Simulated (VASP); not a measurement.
# TiCo in VASP: a series of runs

Aim: see how the results for TiCo move with the level of theory and the settings. Levels: PBE, PBE+D3(BJ). Tasks: single point.

All numbers are computed with VASP 6.6.1; they aren't measurements. Logs are shortened: lines on timing, memory, paths and dates and some standing lists are left out, and cuts for length are marked.

### Step 1. The cell of the first run

The typed cell holds 2 atoms: a = 2.998 Å, b = 2.979 Å, c = 2.968 Å, α = 90.82°, β = 90.90°, γ = 91.16°.

### Step 2. Single point, PBE, collinear spin, ferromagnetic start

The input, INCAR:

```
SYSTEM = TiCo
ALGO = Normal
EDIFF = 1E-6
ENCUT = 600
GGA = PE
GGA_COMPAT = .False.
ISIF = 2
ISMEAR = 0
ISPIN = 2
LASPH = .True.
LCHARG = .False.
LMAXMIX = 4
LORBIT = 11
LREAL = .False.
LWAVE = .False.
MAGMOM = 0 0.6
NBANDS = 22
NELM = 200
PREC = Accurate
SIGMA = 0.1
```

The input, KPOINTS:

```
k-points
0
Gamma
  6 6 6
  0 0 0
```

The input, POSCAR:

```
TiCo
1.0
    2.9978685617     -0.0303041650     -0.0235551081
   -0.0303041650      2.9784780569     -0.0213445084
   -0.0235551081     -0.0213445084      2.9676518379
Ti Co
1 1
Direct
    0.0000000000      0.0000000000      0.0000000000
    0.5000000000      0.5000000000      0.5000000000
```

Potentials or basis: VASP PAW PBE potentials, release 64 (Ti_sv, Co).

Command:

```sh
$ cat potpaw_PBE.64/Ti_sv/POTCAR potpaw_PBE.64/Co/POTCAR > POTCAR
$ mpirun -np 1 vasp_std > vasp.out
```

OUTCAR:

```text
SYSTEM = TiCo
   EDIFF = 1E-6
   ENCUT = 600
   GGA = PE
   ISIF = 2
   ISMEAR = 0
   ISPIN = 2
   LASPH = .True.
   LORBIT = 11
   LREAL = .False.
   NELM = 200
   PREC = Accurate

 ion  position               nearest neighbor table
   1  0.000  0.000  0.000-   2 2.54   2 2.54   2 2.59   2 2.59   2 2.60   2 2.60   2 2.60   2 2.60

   2  0.500  0.500  0.500-   1 2.54   1 2.54   1 2.59   1 2.59   1 2.60   1 2.60   1 2.60   1 2.60

  LATTYP: Found a triclinic cell.
 ALAT       =     4.1747175383
 B/A-ratio  =     0.7109036831
 C/A-ratio  =     1.0225348984
 COS(alpha) =     0.0010788716
 COS(beta)  =     0.5087802969
 COS(gamma) =     0.7007176261

  Lattice vectors:

 A1 = (   0.0538592731,  -2.9571335485,  -2.9463073295)
 A2 = (   0.0235551081,   0.0213445084,  -2.9676518379)
 A3 = (   3.0281727267,  -3.0087822219,  -0.0022105997)

Analysis of symmetry for initial positions (statically):
=====================================================================
 Subroutine PRICEL returns:
 Original cell was already a primitive cell.

 Routine SETGRP: Setting up the symmetry group for a
 triclinic supercell.

 Subroutine GETGRP returns: Found  2 space group operations
 (whereof  2 operations were pure point group operations)
 out of a pool of  2 trial point group operations.

The static configuration has the point symmetry S_2 .

Analysis of symmetry for dynamics (positions and initial velocities):
=====================================================================
 Subroutine PRICEL returns:
 Original cell was already a primitive cell.

 Routine SETGRP: Setting up the symmetry group for a
 triclinic supercell.

 Subroutine GETGRP returns: Found  2 space group operations
 (whereof  2 operations were pure point group operations)
 out of a pool of  2 trial point group operations.

The dynamic configuration has the point symmetry S_2 .

Analysis of structural, dynamic, and magnetic symmetry:
=====================================================================
 Subroutine PRICEL returns:
 Original cell was already a primitive cell.

 Routine SETGRP: Setting up the symmetry group for a
 triclinic supercell.

 Subroutine GETGRP returns: Found  2 space group operations
 (whereof  2 operations were pure point group operations)
 out of a pool of  2 trial point group operations.

The overall configuration has the point symmetry S_2 .

 Subroutine INISYM returns: Found  2 space group operations
 (whereof  2 operations are pure point group operations),
 and found     1 'primitive' translations

----------------------------------------------------------------------------------------

                                     Primitive cell

  volume of cell :      26.4926

  direct lattice vectors                    reciprocal lattice vectors
     2.997868562 -0.030304165 -0.023555108     0.333625834  0.003413588  0.002672636
    -0.030304165  2.978478057 -0.021344508     0.003413588  0.335794173  0.002442257
    -0.023555108 -0.021344508  2.967651838     0.002672636  0.002442257  0.337005531

  length of vectors
     2.998114257  2.978708691  2.967822074     0.333654002  0.335820404  0.337024977

  position of ions in fractional coordinates (direct lattice)
     0.000000000  0.000000000  0.000000000
     0.500000000  0.500000000  0.500000000

  ion indices of the primitive-cell ions
   primitive index   ion index
                 1           1
                 2           2

----------------------------------------------------------------------------------------

 KPOINTS: k-points

Automatic generation of k-mesh.
 Grid dimensions read from file:
 generate k-points for:    6    6    6

 Generating k-lattice:

  Cartesian coordinates                     Fractional coordinates (reciprocal lattice)
     0.055604306  0.000568931  0.000445439     0.166666667 -0.000000000  0.000000000
     0.000568931  0.055965695  0.000407043    -0.000000000  0.166666667  0.000000000
     0.000445439  0.000407043  0.056167588    -0.000000000 -0.000000000  0.166666667

  Length of vectors
     0.055609000  0.055970067  0.056170830

  Shift w.r.t. Gamma in fractional coordinates (k-lattice)
     0.000000000  0.000000000  0.000000000

 Subroutine IBZKPT returns following result:
 ===========================================

 Found    112 irreducible k-points:

 Following reciprocal coordinates:
            Coordinates               Weight
  0.000000  0.000000  0.000000      1.000000
  0.166667  0.000000 -0.000000      2.000000
  0.333333  0.000000  0.000000      2.000000
  0.500000  0.000000  0.000000      1.000000
  0.000000  0.166667  0.000000      2.000000
  0.166667  0.166667  0.000000      2.000000
[... 16 lines left out ...]
  0.333333  0.000000  0.166667      2.000000
  0.500000  0.000000  0.166667      2.000000
 [... further k-points ...]
   k-points           NKPTS =    112   k-points in BZ     NKDIM =    112   number of bands    NBANDS=     22
   number of dos      NEDOS =    301   number of ions     NIONS =      2
   total plane-waves  NPLWV =  13824
   dimension x,y,z NGX =    24 NGY =   24 NGZ =   24
   dimension x,y,z NGXF=    48 NGYF=   48 NGZF=   48
   ions per type =               1   1
   NGX,Y,Z   is equivalent  to a cutoff of  13.31, 13.39, 13.44 a.u.
   NGXF,Y,Z  is equivalent  to a cutoff of  26.62, 26.79, 26.89 a.u.
 SYSTEM =  TiCo
   PREC   = accura    normal or accurate (medium, high low for compatibility)
   ISTART =      0    job   : 0-new  1-cont  2-samecut
   ICHARG =      2    charge: 1-file 2-atom 10-const
   ISPIN  =      2    spin polarized calculation?
   LNONCOLLINEAR =      F non collinear calculations
   LSORBIT =      F    spin-orbit coupling
   LASPH  =      T    aspherical Exc in radial PAW
   ENCUT  =  600.0 eV  44.10 Ry    6.64 a.u.   5.99  5.95  5.93*2*pi/ulx,y,z
   NELM   =    200;   NELMIN=  2; NELMDL= -5     # of ELM steps
   EDIFF  = 0.1E-05   stopping-criterion for ELM
   LREAL  =      F    real-space projection
   EDIFFG = 0.1E-04   stopping-criterion for IOM
   NSW    =      0    number of steps for IOM
   IBRION =     -1    ionic relax: 0-MD 1-quasi-New 2-CG
   NFREE  =      0    steps in history (QN), initial steepest desc. (CG)
   ISIF   =      2    stress and relaxation
   ISYM   =      2    0-nonsym 1-usesym 2-fastsym
   POTIM  = 0.5000    time-step for ionic-motion
   TEBEG  =    0.0;   TEEND  =   0.0 temperature during run
   PSTRESS=    0.0 pullay stress
   NELECT =      21.0000    total number of electrons
   NUPDOWN=      -1.0000    fix difference up-down
   EMIN   =  10.00;   EMAX   =-10.00  energy-range for DOS
   EFERMI =   0.00;   METHOD = LEGACY
   ISMEAR =     0;   SIGMA  =   0.10  broadening in eV -4-tet -1-fermi 0-gaus
   EFERMI_NEDOS =   21; number of points for ismear=-14 and -15
   IALGO  =     38    algorithm
   IMIX   =      4    mixing-type and parameters
     AMIX     =   0.40;   BMIX     =  1.00
     AMIX_MAG =   1.60;   BMIX_MAG =  1.00
  volume/ion in A,a.u.               =      13.25        89.39
  Fermi-wavevector in a.u.,A,eV,Ry     =   1.515094  2.863112 31.232296  2.295509
  Thomas-Fermi vector in A             =   2.624664
   LORBIT       =     11    0 simple, 1 ext, 2 COOP (PROOUT), +10 PAW based schemes
   GGA     = PE    functional components
   LHFCALC =     F    Hartree Fock is set to
   AEXX    =    0.0000 exact exchange contribution
   IVDW    =     0    specifies the selected vdW correction
   LEPSILON=     F    determine dielectric tensor
   LRPA    =     F    only Hartree local field effects (RPA)
 spin polarized calculation
 Gauss-broadening in eV      SIGMA  =   0.10
  energy-cutoff  :      600.00
  volume of cell :       26.49
 maximum number of plane-waves:       902
   NGX = 11   NGY = 11   NGZ = 11

 number of electron      20.9999987 magnetization       0.3741053

 Free energy of the ion-electron system (eV)
  ---------------------------------------------------
  ext. energy  EPLUGINS =         0.00000000
  ---------------------------------------------------
  free energy    TOTEN  =       -15.66612559 eV

  energy without entropy =      -15.65480402  energy(sigma->0) =      -15.66046480

 E-fermi :   9.9886     XC(G=0): -12.6012

 val. band max:        9.9849805466   @ k =   0.3333   0.5000  -0.0000
 cond. band min:       9.9901731257   @ k =   0.3333   0.5000   0.1667
 fundamental gap:      0.0051925791
 Fermi energy:         9.9885807335

 spin component 1

 k-point     1 :       0.0000    0.0000    0.0000
  band No.  band energies     occupation
      1     -47.1978      1.00000
      2     -23.2962      1.00000
      3     -23.2840      1.00000
      4     -23.2800      1.00000
      5       2.3101      1.00000
      6       6.0154      1.00000
[... 14 lines left out ...]
     21      29.4950      0.00000
     22      30.5316      0.00000
[... 552 lines left out ...]
  band No.  band energies     occupation
      1     -47.1598      1.00000
      2     -23.5686      1.00000
      3     -23.3346      1.00000
      4     -23.2576      1.00000
      5       5.8730      1.00000
      6       6.3630      1.00000
[... 14 lines left out ...]
     21      27.1379      0.00000
     22      28.1002      0.00000

 [... further k-points ...]

 spin component 2

 k-point     1 :       0.0000    0.0000    0.0000
  band No.  band energies     occupation
      1     -47.2679      1.00000
      2     -23.3689      1.00000
      3     -23.3545      1.00000
      4     -23.3495      1.00000
      5       2.2704      1.00000
      6       6.3203      1.00000
[... 14 lines left out ...]
     21      29.5337      0.00000
     22      30.4274      0.00000
[... 552 lines left out ...]
  band No.  band energies     occupation
      1     -47.2298      1.00000
      2     -23.6431      1.00000
      3     -23.4043      1.00000
      4     -23.3283      1.00000
      5       6.0077      1.00000
      6       6.3388      1.00000
[... 14 lines left out ...]
     21      27.1128      0.00000
     22      27.9978      0.00000

 [... further k-points ...]

------------------------ aborting loop because EDIFF is reached ----------------------------------------

  FORCE on cell =-STRESS in cart. coord.  units (eV):
  Direction    XX          YY          ZZ          XY          YZ          ZX
  --------------------------------------------------------------------------------------
  -------------------------------------------------------------------------------------
  Total       -0.2801689     -0.2354205     -0.2090231      0.2426802      0.1769013      0.1937384
  in kB      -16.9435822    -14.2373627    -12.6409473     14.6764035     10.6983366     11.7165842
  external PRESSURE =     -14.6072974 kB  Pullay stress =       0.0000000 kB

 VOLUME and BASIS-vectors are now :
 -----------------------------------------------------------------------------
  energy-cutoff  :      600.00
  volume of cell :       26.49
      direct lattice vectors                 reciprocal lattice vectors
     2.997868562 -0.030304165 -0.023555108     0.333625834  0.003413588  0.002672636
    -0.030304165  2.978478057 -0.021344508     0.003413588  0.335794173  0.002442257
    -0.023555108 -0.021344508  2.967651838     0.002672636  0.002442257  0.337005531

 POSITION                                       TOTAL-FORCE (eV/Angst)
 -----------------------------------------------------------------------------------
      0.00000      0.00000      0.00000        -0.000000     -0.000000      0.000000
      1.47200      1.46341      1.46138         0.000000      0.000000     -0.000000
 -----------------------------------------------------------------------------------
    total drift:                                0.000000      0.000000     -0.000000

  FREE ENERGIE OF THE ION-ELECTRON SYSTEM (eV)
  ---------------------------------------------------
  free  energy   TOTEN  =       -15.6661255881 eV

  energy  without entropy=      -15.6548040201  energy(sigma->0) =      -15.66046480

 total charge

# of ion       s       p       d       tot
------------------------------------------
    1        2.248   6.183   1.854  10.285
    2        0.522   0.453   7.335   8.310
--------------------------------------------------
tot          2.769   6.636   9.189  18.595

 magnetization (x)

# of ion       s       p       d       tot
------------------------------------------
    1       -0.004  -0.010  -0.073  -0.086
    2        0.017  -0.010   0.500   0.508
--------------------------------------------------
tot          0.014  -0.020   0.427   0.421
```

Wall time 4.8 min (1 thread of Intel Xeon 8259CL, shared host); peak memory 0.24 GiB.

What came out:

- Free energy: -15.6661 eV
- Pressure: -1.5 GPa
- Net moment: 0.37 μB per cell
- Site moments: Ti -0.09; Co +0.51 μB
- Valence electrons inside the program's atomic spheres: Ti 10.29; Co 8.31

Levels at points of the mesh, in eV from the Fermi level:
Spin up:
```tsv
k point	band 8	band 9	band 10	band 11	band 12	band 13
(0.00, 0.00, 0.00)	-1.78	-1.64	-1.60	0.59	0.66	2.65
(0.50, 0.00, 0.00)	-1.76	-1.74	-1.28	-0.76	-0.29	0.65
(0.00, 0.50, 0.00)	-1.78	-1.75	-1.28	-0.74	-0.25	0.59
(0.50, 0.50, 0.00)	-2.51	-1.06	-0.52	0.46	0.80	1.12
(0.00, 0.00, 0.50)	-1.79	-1.76	-1.29	-0.72	-0.23	0.57
(0.50, 0.00, 0.50)	-2.54	-1.06	-0.48	0.52	0.79	1.16
(0.00, 0.50, 0.50)	-2.58	-1.07	-0.43	0.58	0.82	1.21
(0.50, 0.50, 0.50)	-2.16	-2.12	-2.01	-1.05	-1.02	3.14
```
Spin down:
| k point | band 6 | band 7 | band 8 | band 9 | band 10 | band 11 | band 12 | band 13 | band 14 | band 15 |
| --- | --- | --- | --- | --- | --- | --- | --- | --- | --- | --- |
| (0.00, 0.00, 0.00) | -3.67 | -3.64 | -1.49 | -1.34 | -1.30 | 0.85 | 0.90 | 2.65 | 2.66 | 2.77 |
| (0.50, 0.00, 0.00) | -3.86 | -2.08 | -1.43 | -1.42 | -0.93 | -0.90 | 0.32 | 0.60 | 0.66 | 2.18 |
| (0.00, 0.50, 0.00) | -3.83 | -2.08 | -1.46 | -1.43 | -0.93 | -0.87 | 0.39 | 0.54 | 0.65 | 2.16 |
| (0.50, 0.50, 0.00) | -3.73 | -2.36 | -2.28 | -0.28 | 0.07 | 0.41 | 0.74 | 1.17 | 2.53 | 2.62 |
| (0.00, 0.00, 0.50) | -3.81 | -2.08 | -1.47 | -1.44 | -0.93 | -0.86 | 0.43 | 0.52 | 0.62 | 2.14 |
| (0.50, 0.00, 0.50) | -3.74 | -2.37 | -2.31 | -0.27 | 0.09 | 0.47 | 0.74 | 1.20 | 2.53 | 2.61 |
| (0.00, 0.50, 0.50) | -3.75 | -2.41 | -2.36 | -0.24 | 0.12 | 0.53 | 0.77 | 1.25 | 2.53 | 2.60 |
| (0.50, 0.50, 0.50) | -2.36 | -2.31 | -2.20 | -2.16 | -2.05 | -0.25 | -0.21 | 3.03 | 3.08 | 7.18 |

### Step 3. Single point, PBE+D3(BJ), collinear spin, ferromagnetic start

This run uses another cell than the first one, of 13.31 Å³/atom.

The input, INCAR:

```
ALGO = Normal ; EDIFF = 1E-6
ENCUT = 600 ; GGA = PE
GGA_COMPAT = False ; ISIF = 2
ISMEAR = -1 ; ISPIN = 2
IVDW = 12 ; LASPH = True
LCHARG = False ; LMAXMIX = 4
LORBIT = 11 ; LREAL = False
LWAVE = False ; MAGMOM = 0 0.6
NBANDS = 22 ; NELM = 200
PREC = Accurate ; SIGMA = 0.051703999572871064
```

The input, KPOINTS:

```
k-points
0
Gamma
  6 6 6
```

The input, POSCAR:

```
TiCo
1.0
    2.9861109900      0.0000000000      0.0000000000
    0.0000000000      2.9861109900      0.0000000000
    0.0000000000      0.0000000000      2.9861109900
Ti Co
1 1
Direct
    0.0350419166     -0.0001595466     -0.0439903794
    0.5292867714      0.5318192571      0.4708398185
```

Potentials or basis: VASP PAW PBE potentials, release 64 (Ti_sv, Co).

Command:

```sh
$ cat potpaw_PBE.64/Ti_sv/POTCAR potpaw_PBE.64/Co/POTCAR > POTCAR
$ mpirun -np 1 vasp_std > vasp.out
```

Run time: 4.2 min. Hardware: 1 thread of Intel Xeon 8259CL, shared host; peak memory 0.25 GiB.

The run converged. Its results:

* Free energy: -16.7258 eV
* Pressure: -8.6 GPa
* Largest force: 0.454 eV/Å
* Net moment: 0.33 μB per cell
* Site moments: Ti -0.08; Co +0.45 μB
* Valence electrons inside the program's atomic spheres: Ti 10.28; Co 8.31
* Dispersion energy per atom: -0.538 eV

Forces in eV/Å, atoms in the order of the input:
```
Ti  -0.074  0.406  0.190
Co   0.074 -0.406 -0.190
```

Stress tensor (GPa, compression positive):
```
-8.47 -0.04 -0.02
-0.04 -8.92  0.11
-0.02  0.11 -8.54
```

Levels at points of the mesh, in eV from the Fermi level:
Spin up:
| k point | band 8 | band 9 | band 10 | band 11 | band 12 | band 13 |
| --- | --- | --- | --- | --- | --- | --- |
| (0.00, 0.00, 0.00) | -1.65 | -1.61 | -1.61 | 0.59 | 0.66 | 2.66 |
| (0.50, 0.00, 0.00) | -1.83 | -1.73 | -1.27 | -0.60 | -0.21 | 0.70 |
| (0.00, 0.50, 0.00) | -1.74 | -1.72 | -1.27 | -0.64 | -0.22 | 0.66 |
| (0.00, 0.00, 0.50) | -1.81 | -1.73 | -1.27 | -0.61 | -0.21 | 0.69 |
| (0.50, 0.50, 0.00) | -2.52 | -0.99 | -0.45 | 0.58 | 0.70 | 1.27 |
| (0.00, 0.50, 0.50) | -2.52 | -0.99 | -0.44 | 0.59 | 0.69 | 1.30 |
| (0.50, 0.00, 0.50) | -2.50 | -0.99 | -0.45 | 0.65 | 0.67 | 1.18 |
| (0.50, 0.50, 0.50) | -2.07 | -2.05 | -2.05 | -0.96 | -0.96 | 3.15 |
Spin down:
```tsv
k point	band 6	band 7	band 8	band 9	band 10	band 11	band 12	band 13	band 14	band 15
(0.00, 0.00, 0.00)	-3.65	-3.61	-1.38	-1.34	-1.34	0.81	0.88	2.66	2.66	2.70
(0.50, 0.00, 0.00)	-3.80	-2.12	-1.60	-1.45	-0.97	-0.67	0.34	0.66	0.68	2.19
(0.00, 0.50, 0.00)	-3.80	-2.17	-1.46	-1.43	-0.96	-0.73	0.34	0.62	0.62	2.19
(0.00, 0.00, 0.50)	-3.80	-2.13	-1.57	-1.45	-0.97	-0.68	0.34	0.65	0.67	2.19
(0.50, 0.50, 0.00)	-3.71	-2.33	-2.32	-0.28	0.03	0.55	0.67	1.30	2.55	2.56
(0.00, 0.50, 0.50)	-3.71	-2.34	-2.32	-0.28	0.03	0.56	0.66	1.32	2.56	2.56
(0.50, 0.00, 0.50)	-3.70	-2.30	-2.30	-0.28	0.04	0.60	0.63	1.20	2.52	2.52
(0.50, 0.50, 0.50)	-2.35	-2.33	-2.11	-2.09	-2.08	-0.25	-0.25	3.05	3.05	7.10
```

Caveat: the cell stands under tension.
